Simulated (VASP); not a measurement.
Write the native input for VASP 6.6.1 that does the following.

```yaml
Task: single point
Functional: PBE
Potentials_or_basis: VASP PAW PBE potentials, release 64 (Rb_sv, Sn_d)
Cutoff: 520 eV
k_mesh: 6 × 6 × 6
Occupations: gaussian, width 0.1 eV
Spin: no spin polarisation
Dipole_correction: no
Further_INCAR_settings: ALGO = Fast; EDIFF = 1e-06; NBANDS = 33
```

The structure of Rb4Sn lies in POSCAR:

```
Rb4Sn
1.0
    8.1658356993      0.0000000000      0.0000000000
   -4.0829178496      7.0718211588      0.0000000000
    0.0000000000      0.0000000000      7.1956456477
Rb Sn
4 1
Direct
    0.5000000000      0.0000000000      0.5000000000
    0.0000000000      0.5000000000      0.5000000000
    0.5000000000      0.5000000000      0.5000000000
    0.0000000000      0.0000000000      0.0000000000
    0.0000000000      0.0000000000      0.5000000000
```

The cell was built from a structure type or drawn by symmetry, and may not be a known phase.

These files were run (other wordings do the same):

INCAR

```
SYSTEM = Rb4Sn
  PREC = Accurate
  ENCUT = 520
  EDIFF = 1E-6
  ISMEAR = 0
  SIGMA = 0.1
  LREAL = .FALSE.
  LASPH = .TRUE.
  NELM = 60
  ALGO = Fast
  ISIF = 2
  LWAVE = .FALSE.
  LCHARG = .TRUE.
  GGA = PE
  LELF = .TRUE.
  LVHAR = .TRUE.
  NBANDS = 33
```

KPOINTS

```
Automatic mesh
0
G
  6 6 6
  0 0 0
```

Potentials or basis: VASP PAW PBE potentials, release 64 (Rb_sv, Sn_d).

Run with:

```sh
$ cat potpaw_PBE.64/Rb_sv/POTCAR potpaw_PBE.64/Sn_d/POTCAR > POTCAR
$ mpirun -np 1 vasp_std > vasp.out
```

Results of the run:

* Pressure: 0.0 GPa
* Band gap on the k mesh: zero (bands 25 and 26 overlap by 0.23 eV)

Caveat: spin-orbit coupling is left out, which moves the levels of the heavy elements.

Run time: 16 min on 1 thread of Oxide Virtual Turin-like Processor, on a shared host, peak memory 0.64 GiB.
